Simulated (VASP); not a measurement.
Set up this calculation in VASP 6.6.1, as the native input.

```yaml
Task: single point
Functional: r2SCAN
Potentials_or_basis: VASP PAW PBE potentials, release 64 (Cu)
Cutoff: 520 eV
k_mesh: 15 × 15 × 15
Occupations: methfessel-paxton, width 0.03 eV
Spin: no spin polarisation
Dipole_correction: no
Further_INCAR_settings: ALGO = Normal; EDIFF = 1e-07; NBANDS = 12
```

Cu:

```
CELL_PARAMETERS angstrom
0.00000 1.78813 1.78813
1.78813 0.00000 1.78813
1.78813 1.78813 0.00000
ATOMIC_POSITIONS crystal
Cu 0.00000 0.00000 0.00000
```

One way to write it, as run:

POSCAR

```
Cu
1.0
    0.0000000000      1.7881324402      1.7881324402
    1.7881324402      0.0000000000      1.7881324402
    1.7881324402      1.7881324402      0.0000000000
Cu
1
Direct
    0.0000000000      0.0000000000      0.0000000000
```

INCAR.step1

```
PREC = Accurate
ENCUT = 520
ISMEAR = 1
SIGMA = 0.03
LREAL = False
LASPH = True
NELM = 80
NBANDS = 12
GGA = PE
ALGO = Normal
EDIFF = 1E-4
LWAVE = True
LCHARG = False
```

INCAR.step2

```
PREC = Accurate
ENCUT = 520
EDIFF = 1E-7
ISMEAR = 1
SIGMA = 0.03
LREAL = False
LASPH = True
NELM = 80
ALGO = Normal
ISIF = 2
LWAVE = False
LCHARG = False
METAGGA = R2SCAN
LMIXTAU = True
NBANDS = 12
ISTART = 1
```

KPOINTS

```
Automatic mesh
0
Gamma
  15 15 15
```

Potentials or basis: VASP PAW PBE potentials, release 64 (Cu).

Launch:

```bash
$ cat potpaw_PBE.64/Cu/POTCAR > POTCAR
$ cp INCAR.step1 INCAR
$ mpirun -np 1 vasp_std > vasp.out
$ cp INCAR.step2 INCAR
$ mpirun -np 1 vasp_std > vasp.out
```

It gave:

| Property | Result |
| --- | --- |
| Pressure | 0.3 GPa |

Caveat: the PAW data sets were made with another functional, which shifts forces and pressure a little.

Run time: 2 min on 1 thread of Intel Xeon 8259CL, on a shared host, peak memory 0.13 GiB.
